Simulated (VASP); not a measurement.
# MgB2 (P6/mmm) in VASP: further runs

MgB2 is run at these levels: PBEsol; tasks: single point.

Program: VASP 6.6.1. These are calculated values, not measurements. Logs are shortened: lines on timing, memory, paths and dates and some standing lists are left out, and cuts for length are marked.

## (1) The cell of the first run

Symmetry: P6/mmm, No. 191, hexagonal system. Conventional cell: a = 3.078 Å, b = 3.078 Å, c = 3.620 Å, α = 90.00°, β = 90.00°, γ = 120.00°. Mg (site symmetry 6/mmm) has 12 B at 2.54 Å and 6 Mg at 3.08 Å within 3.3 Å. Within 2.4 Å of B (site symmetry -6m2) lie 3 B at 1.78 Å.

## (2) Single point, PBEsol (strained)

Input file INCAR:

```
SYSTEM = MgB2
PREC = Accurate ; ENCUT = 520
EDIFF = 1E-6 ; ISMEAR = 0
SIGMA = 0.1 ; LREAL = .FALSE.
LASPH = .TRUE. ; NELM = 100
ALGO = Normal ; ISIF = 2
LWAVE = .FALSE. ; LCHARG = .TRUE.
GGA = PS ; LELF = .TRUE.
LVHAR = .TRUE. ; NBANDS = 11
```

Input file KPOINTS:

```
regular mesh
0
G
  15 15 12
  0 0 0
```

Input file POSCAR:

```
MgB2
1.0
    3.0775350038      0.0000000000      0.0000000000
   -1.5387675019      2.6652234943      0.0000000000
    0.0000000000      0.0000000000      3.6201643400
Mg B
1 2
Direct
    0.0000000000      0.0000000000      0.0000000000
    0.3333333333      0.6666666667      0.5000000000
    0.6666666667      0.3333333333      0.5000000000
```

Potentials or basis: VASP PAW PBE potentials, release 64 (Mg, B).

Started as:

```sh
$ cat potpaw_PBE.64/Mg/POTCAR potpaw_PBE.64/B/POTCAR > POTCAR
$ mpirun -np 1 vasp_std > vasp.out
```

OUTCAR:

```text
SYSTEM = MgB2
   PREC = Accurate
   ENCUT = 520
   EDIFF = 1E-6
   ISMEAR = 0
   LREAL = .FALSE.
   LASPH = .TRUE.
   NELM = 100
   ISIF = 2
   GGA = PS

 ion  position               nearest neighbor table
   1  0.000  0.000  0.000-   2 2.54   3 2.54   2 2.54   3 2.54   2 2.54   2 2.54   3 2.54   3 2.54
                             3 2.54   3 2.54   2 2.54   2 2.54
   2  0.333  0.667  0.500-   3 1.78   3 1.78   3 1.78   1 2.54   1 2.54   1 2.54   1 2.54   1 2.54
                             1 2.54
   3  0.667  0.333  0.500-   2 1.78   2 1.78   2 1.78   1 2.54   1 2.54   1 2.54   1 2.54   1 2.54
                             1 2.54

  LATTYP: Found a hexagonal cell.
 ALAT       =     3.0775350038
 C/A-ratio  =     1.1763194685

  Lattice vectors:

 A1 = (   3.0775350038,   0.0000000000,   0.0000000000)
 A2 = (  -1.5387675019,   2.6652234943,   0.0000000000)
 A3 = (   0.0000000000,   0.0000000000,   3.6201643400)

Analysis of symmetry for initial positions (statically):
=====================================================================
 Subroutine PRICEL returns:
 Original cell was already a primitive cell.

 Routine SETGRP: Setting up the symmetry group for a
 hexagonal supercell.

 Subroutine GETGRP returns: Found 24 space group operations
 (whereof 24 operations were pure point group operations)
 out of a pool of 24 trial point group operations.

The static configuration has the point symmetry D_6h.

Analysis of symmetry for dynamics (positions and initial velocities):
=====================================================================
 Subroutine PRICEL returns:
 Original cell was already a primitive cell.

 Routine SETGRP: Setting up the symmetry group for a
 hexagonal supercell.

 Subroutine GETGRP returns: Found 24 space group operations
 (whereof 24 operations were pure point group operations)
 out of a pool of 24 trial point group operations.

The dynamic configuration has the point symmetry D_6h.

 Subroutine INISYM returns: Found 24 space group operations
 (whereof 24 operations are pure point group operations),
 and found     1 'primitive' translations

----------------------------------------------------------------------------------------

                                     Primitive cell

  volume of cell :      29.6937

  direct lattice vectors                    reciprocal lattice vectors
     3.077535004  0.000000000  0.000000000     0.324935378  0.187601528  0.000000000
    -1.538767502  2.665223494  0.000000000     0.000000000  0.375203056  0.000000000
     0.000000000  0.000000000  3.620164340     0.000000000  0.000000000  0.276230554

  length of vectors
     3.077535004  3.077535004  3.620164340     0.375203056  0.375203056  0.276230554

  position of ions in fractional coordinates (direct lattice)
     0.000000000  0.000000000  0.000000000
     0.333333333  0.666666667  0.500000000
     0.666666667  0.333333333  0.500000000

  ion indices of the primitive-cell ions
   primitive index   ion index
                 1           1
                 2           2
                 3           3

----------------------------------------------------------------------------------------

 KPOINTS: regular mesh

Automatic generation of k-mesh.
 Grid dimensions read from file:
 generate k-points for:   15   15   12

 Generating k-lattice:

  Cartesian coordinates                     Fractional coordinates (reciprocal lattice)
     0.021662359  0.012506769  0.000000000     0.066666667  0.000000000  0.000000000
     0.000000000  0.025013537  0.000000000     0.000000000  0.066666667  0.000000000
     0.000000000  0.000000000  0.023019213     0.000000000  0.000000000  0.083333333

  Length of vectors
     0.025013537  0.025013537  0.023019213

  Shift w.r.t. Gamma in fractional coordinates (k-lattice)
     0.000000000  0.000000000  0.000000000

 Subroutine IBZKPT returns following result:
 ===========================================

 Found    189 irreducible k-points:

 Following reciprocal coordinates:
            Coordinates               Weight
  0.000000  0.000000  0.000000      1.000000
  0.066667 -0.000000  0.000000      6.000000
  0.133333 -0.000000  0.000000      6.000000
  0.200000 -0.000000  0.000000      6.000000
  0.266667 -0.000000  0.000000      6.000000
  0.333333 -0.000000  0.000000      6.000000
[... 16 lines left out ...]
  0.333333  0.200000  0.000000     12.000000
  0.400000  0.200000  0.000000      6.000000
 [... further k-points ...]
   k-points           NKPTS =    189   k-points in BZ     NKDIM =    189   number of bands    NBANDS=     11
   number of dos      NEDOS =    301   number of ions     NIONS =      3
   total plane-waves  NPLWV =  16128
   dimension x,y,z NGX =    24 NGY =   24 NGZ =   28
   dimension x,y,z NGXF=    48 NGYF=   48 NGZF=   56
   ions per type =               1   2
   NGX,Y,Z   is equivalent  to a cutoff of  12.96, 12.96, 12.86 a.u.
   NGXF,Y,Z  is equivalent  to a cutoff of  25.93, 25.93, 25.72 a.u.
 SYSTEM =  MgB2
   PREC   = accura    normal or accurate (medium, high low for compatibility)
   ISTART =      0    job   : 0-new  1-cont  2-samecut
   ICHARG =      2    charge: 1-file 2-atom 10-const
   ISPIN  =      1    spin polarized calculation?
   LNONCOLLINEAR =      F non collinear calculations
   LSORBIT =      F    spin-orbit coupling
   LASPH  =      T    aspherical Exc in radial PAW
   ENCUT  =  520.0 eV  38.22 Ry    6.18 a.u.   5.72  5.72  6.73*2*pi/ulx,y,z
   NELM   =    100;   NELMIN=  2; NELMDL= -5     # of ELM steps
   EDIFF  = 0.1E-05   stopping-criterion for ELM
   LREAL  =      F    real-space projection
   EDIFFG = 0.1E-04   stopping-criterion for IOM
   NSW    =      0    number of steps for IOM
   IBRION =     -1    ionic relax: 0-MD 1-quasi-New 2-CG
   NFREE  =      0    steps in history (QN), initial steepest desc. (CG)
   ISIF   =      2    stress and relaxation
   ISYM   =      2    0-nonsym 1-usesym 2-fastsym
   POTIM  = 0.5000    time-step for ionic-motion
   TEBEG  =    0.0;   TEEND  =   0.0 temperature during run
   PSTRESS=    0.0 pullay stress
   NELECT =       8.0000    total number of electrons
   NUPDOWN=      -1.0000    fix difference up-down
   EMIN   =  10.00;   EMAX   =-10.00  energy-range for DOS
   EFERMI =   0.00;   METHOD = LEGACY
   ISMEAR =     0;   SIGMA  =   0.10  broadening in eV -4-tet -1-fermi 0-gaus
   EFERMI_NEDOS =   21; number of points for ismear=-14 and -15
   IALGO  =     38    algorithm
   IMIX   =      4    mixing-type and parameters
     AMIX     =   0.40;   BMIX     =  1.00
     AMIX_MAG =   1.60;   BMIX_MAG =  1.00
  volume/ion in A,a.u.               =       9.90        66.79
  Fermi-wavevector in a.u.,A,eV,Ry     =   1.057345  1.998091 15.211007  1.117977
  Thomas-Fermi vector in A             =   2.192614
   LORBIT       =      0    0 simple, 1 ext, 2 COOP (PROOUT), +10 PAW based schemes
   GGA     = PS    functional components
   LHFCALC =     F    Hartree Fock is set to
   AEXX    =    0.0000 exact exchange contribution
   IVDW    =     0    specifies the selected vdW correction
   LEPSILON=     F    determine dielectric tensor
   LRPA    =     F    only Hartree local field effects (RPA)
 non-spin polarized calculation
 Gauss-broadening in eV      SIGMA  =   0.10
  energy-cutoff  :      520.00
  volume of cell :       29.69
 maximum number of plane-waves:       818
 NGX is ok and might be reduce to    24
   NGX = 11   NGY = 11   NGZ = 13

 number of electron       8.0000000 magnetization

 Free energy of the ion-electron system (eV)
  ---------------------------------------------------
  ext. energy  EPLUGINS =         0.00000000
  ---------------------------------------------------
  free energy    TOTEN  =       -16.19473405 eV

  energy without entropy =      -16.19175328  energy(sigma->0) =      -16.19324366

 E-fermi :   5.0829     XC(G=0): -10.8945

 val. band max:        5.0628474373   @ k =   0.1333  -0.0000   0.2500
 cond. band min:       5.1066946969   @ k =   0.3333   0.2000   0.3333
 fundamental gap:      0.0438472595
 Fermi energy:         5.0829476784

 k-point     1 :       0.0000    0.0000    0.0000
  band No.  band energies     occupation
      1      -7.2303      2.00000
      2       1.8741      2.00000
      3       5.5647      0.00000
      4       5.5647      0.00000
      5       6.1477      0.00000
      6      11.5438      0.00000
      7      11.5438      0.00000
      8      13.4101      0.00000
      9      15.0004      0.00000
     10      17.7416      0.00000
     11      20.8387      0.00000

 k-point     2 :       0.0667   -0.0000    0.0000
  band No.  band energies     occupation
      1      -7.1529      2.00000
      2       1.9509      2.00000
      3       5.1647      0.24740
      4       5.3758      0.00003
      5       6.2214      0.00000
      6      11.4825      0.00000
      7      11.8887      0.00000
      8      13.5623      0.00000
      9      14.7139      0.00000
     10      18.1445      0.00000
     11      20.4401      0.00000

 k-point     3 :       0.1333   -0.0000    0.0000
  band No.  band energies     occupation
      1      -6.9210      2.00000
      2       2.1804      2.00000
      3       4.1580      2.00000
      4       4.9196      1.97913
      5       6.4471      0.00000
      6      11.2146      0.00000
      7      12.8090      0.00000
      8      13.9188      0.00000
      9      13.9752      0.00000
     10      19.1928      0.00000
     11      19.6410      0.00000
[... 267 lines left out ...]
 k-point    23 :       0.3333    0.2000    0.0000
  band No.  band energies     occupation
      1      -3.5804      2.00000
      2      -1.3802      2.00000
      3       0.8638      2.00000
      4       5.2843      0.00440
      5       8.1180      0.00000
      6       9.6586      0.00000
      7      11.2708      0.00000
      8      12.9571      0.00000
      9      14.2977      0.00000
     10      16.5524      0.00000
     11      17.8329      0.00000

 k-point    24 :       0.4000    0.2000    0.0000
  band No.  band energies     occupation
      1      -2.8582      2.00000
      2      -2.1993      2.00000
      3       0.7707      2.00000
      4       5.6921      0.00000
      5       7.6271      0.00000
      6      10.2087      0.00000
      7      10.7834      0.00000
      8      12.8760      0.00000
      9      14.1463      0.00000
     10      16.5243      0.00000
     11      18.8995      0.00000

 [... further k-points ...]
[... 5 lines left out ...]
  --------------------------------------------------------------------------------------
  -------------------------------------------------------------------------------------
  Total       -0.5698776     -0.5698776     -1.6822515     -0.0000000     -0.0000000      0.0000000
  in kB      -30.7487334    -30.7487334    -90.7688009     -0.0000000     -0.0000000      0.0000000
  external PRESSURE =     -50.7554226 kB  Pullay stress =       0.0000000 kB

 VOLUME and BASIS-vectors are now :
 -----------------------------------------------------------------------------
  energy-cutoff  :      520.00
  volume of cell :       29.69
      direct lattice vectors                 reciprocal lattice vectors
     3.077535004  0.000000000  0.000000000     0.324935378  0.187601528  0.000000000
    -1.538767502  2.665223494  0.000000000     0.000000000  0.375203056  0.000000000
     0.000000000  0.000000000  3.620164340     0.000000000  0.000000000  0.276230554

 POSITION                                       TOTAL-FORCE (eV/Angst)
 -----------------------------------------------------------------------------------
      0.00000      0.00000      0.00000         0.000000      0.000000      0.000000
     -0.00000      1.77682      1.81008        -0.000000      0.000000      0.000000
      1.53877      0.88841      1.81008         0.000000      0.000000      0.000000
 -----------------------------------------------------------------------------------
    total drift:                                0.000000     -0.000000      0.000000

  FREE ENERGIE OF THE ION-ELECTRON SYSTEM (eV)
  ---------------------------------------------------
  free  energy   TOTEN  =       -16.1947340502 eV

  energy  without entropy=      -16.1917532795  energy(sigma->0) =      -16.19324366
```

Wall time 26 s (1 thread of AMD EPYC 9R45 (Zen 5), shared host); peak memory 0.16 GiB.

What came out:

| Item | Value |
| --- | --- |
| Free energy | -16.1947 eV |
| Pressure | -5.1 GPa |
| Band gap on the k mesh | zero (band 4 reaches 6.71 eV, above the bottom of band 5 at 3.13 eV) |

Stress tensor (GPa, compression positive):
```
-3.07  0.00  0.00
 0.00 -3.07  0.00
 0.00  0.00 -9.08
```

Caveat: the cell differs from its parent crystal (strained); the PAW data sets were made with another functional, which shifts forces and pressure a little.

## (3) Single point, PBEsol (strained)

Input file INCAR:

```
SYSTEM = MgB2
PREC = Accurate
ENCUT = 520
EDIFF = 1E-6
ISMEAR = 0
SIGMA = 0.1
LREAL = .False.
LASPH = .True.
NELM = 100
ALGO = Normal
ISIF = 2
LWAVE = .False.
LCHARG = .True.
GGA = PS
LELF = .True.
LVHAR = .True.
NBANDS = 11
```

Input file KPOINTS:

```
Automatic mesh
0
Gamma
  15 15 12
  0 0 0
```

Input file POSCAR:

```
MgB2
1.0
    3.2270649880      0.0000000000      0.0000000000
   -1.6135324940      2.7947202593      0.0000000000
    0.0000000000      0.0000000000      3.3681641500
Mg B
1 2
Direct
    0.0000000000      0.0000000000      0.0000000000
    0.3333333333      0.6666666667      0.5000000000
    0.6666666667      0.3333333333      0.5000000000
```

Potentials or basis: VASP PAW PBE potentials, release 64 (Mg, B).

Started as:

```sh
$ cat potpaw_PBE.64/Mg/POTCAR potpaw_PBE.64/B/POTCAR > POTCAR
$ mpirun -np 1 vasp_std > vasp.out
```

OUTCAR:

```text
SYSTEM = MgB2
   PREC = Accurate
   ENCUT = 520
   EDIFF = 1E-6
   ISMEAR = 0
   LREAL = .False.
   LASPH = .True.
   NELM = 100
   ISIF = 2
   GGA = PS

 ion  position               nearest neighbor table
   1  0.000  0.000  0.000-   2 2.51   3 2.51   2 2.51   3 2.51   3 2.51   3 2.51   2 2.51   2 2.51
                             3 2.51   3 2.51   2 2.51   2 2.51
   2  0.333  0.667  0.500-   3 1.86   3 1.86   3 1.86   1 2.51   1 2.51   1 2.51   1 2.51   1 2.51
                             1 2.51
   3  0.667  0.333  0.500-   2 1.86   2 1.86   2 1.86   1 2.51   1 2.51   1 2.51   1 2.51   1 2.51
                             1 2.51

  LATTYP: Found a hexagonal cell.
[... 528 lines left out ...]
 [... further k-points ...]
[... 5 lines left out ...]
  --------------------------------------------------------------------------------------
  -------------------------------------------------------------------------------------
  Total       -3.8003255     -3.8003255      0.7197854     -0.0000000      0.0000000     -0.0000000
  in kB     -200.4435433   -200.4435433     37.9642055     -0.0000000      0.0000000     -0.0000000
  external PRESSURE =    -120.9742937 kB  Pullay stress =       0.0000000 kB

 VOLUME and BASIS-vectors are now :
 -----------------------------------------------------------------------------
  energy-cutoff  :      520.00
  volume of cell :       30.38
      direct lattice vectors                 reciprocal lattice vectors
     3.227064988  0.000000000  0.000000000     0.309879102  0.178908783  0.000000000
    -1.613532494  2.794720259  0.000000000     0.000000000  0.357817566  0.000000000
     0.000000000  0.000000000  3.368164150     0.000000000  0.000000000  0.296897644

 POSITION                                       TOTAL-FORCE (eV/Angst)
 -----------------------------------------------------------------------------------
      0.00000      0.00000      0.00000         0.000000     -0.000000      0.000000
     -0.00000      1.86315      1.68408         0.000000     -0.000000      0.000000
      1.61353      0.93157      1.68408        -0.000000      0.000000      0.000000
 -----------------------------------------------------------------------------------
    total drift:                                0.000000     -0.000000      0.000000

  FREE ENERGIE OF THE ION-ELECTRON SYSTEM (eV)
  ---------------------------------------------------
  free  energy   TOTEN  =       -16.0060431017 eV

  energy  without entropy=      -16.0021861906  energy(sigma->0) =      -16.00411465
```

Run time: 24 s. Hardware: 1 thread of AMD EPYC 9R45 (Zen 5), shared host; peak memory 0.16 GiB.

Results:

```
Free energy            : -16.0060 eV
Pressure               : -12.1 GPa
Band gap on the k mesh : zero (band 4 reaches 7.13 eV, above the bottom of band 5 at 2.78 eV)
```

Caveat: the cell differs from its parent crystal (strained); the PAW data sets were made with another functional, which shifts forces and pressure a little.
